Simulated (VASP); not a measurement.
Set up this calculation in VASP 6.6.1, as the native input.

```yaml
Task: single point
Functional: PBEsol
Potentials_or_basis: VASP PAW PBE potentials, release 64 (Pb_d, S)
Cutoff: 520 eV
k_mesh: 8 × 8 × 8
Occupations: fermi-dirac, width 0.1 eV
Spin: no spin polarisation
Dipole_correction: no
Further_INCAR_settings: ALGO = Normal; EDIFF = 1e-06; NBANDS = 17
```

The structure of PbS lies in POSCAR:

```
PbS
1.0
    0.0000000000      2.9507419320      2.9507419320
    2.9507419320      0.0000000000      2.9507419320
    2.9507419320      2.9507419320      0.0000000000
Pb S
1 1
Direct
    0.0000000000      0.0000000000      0.0000000000
    0.5000000000      0.5000000000      0.5000000000
```

The input as run:

INCAR

```
ALGO = Normal
EDIFF = 1E-6
ENCUT = 520
GGA = PS
ISIF = 2
ISMEAR = -1
LASPH = True
LCHARG = False
LREAL = False
LWAVE = False
NBANDS = 17
NELM = 100
PREC = Accurate
SIGMA = 0.1
```

KPOINTS

```
k-points
0
Gamma
  8 8 8
```

Potentials or basis: VASP PAW PBE potentials, release 64 (Pb_d, S).

Command:

```console
$ cat potpaw_PBE.64/Pb_d/POTCAR potpaw_PBE.64/S/POTCAR > POTCAR
$ mpirun -np 1 vasp_std > vasp.out
```

Results of the run:

- Pressure: -0.1 GPa
- Band gap on the k mesh: 0.20 eV

Caveat: the PAW data sets were made with another functional, which shifts forces and pressure a little; spin-orbit coupling is left out, which moves the levels of the heavy elements.

Wall time 19 s on 1 thread of Intel(R) Xeon(R) Platinum 8259CL CPU @ 2.50GHz (Skylake/Cascade Lake) (shared host), peak memory 0.18 GiB.
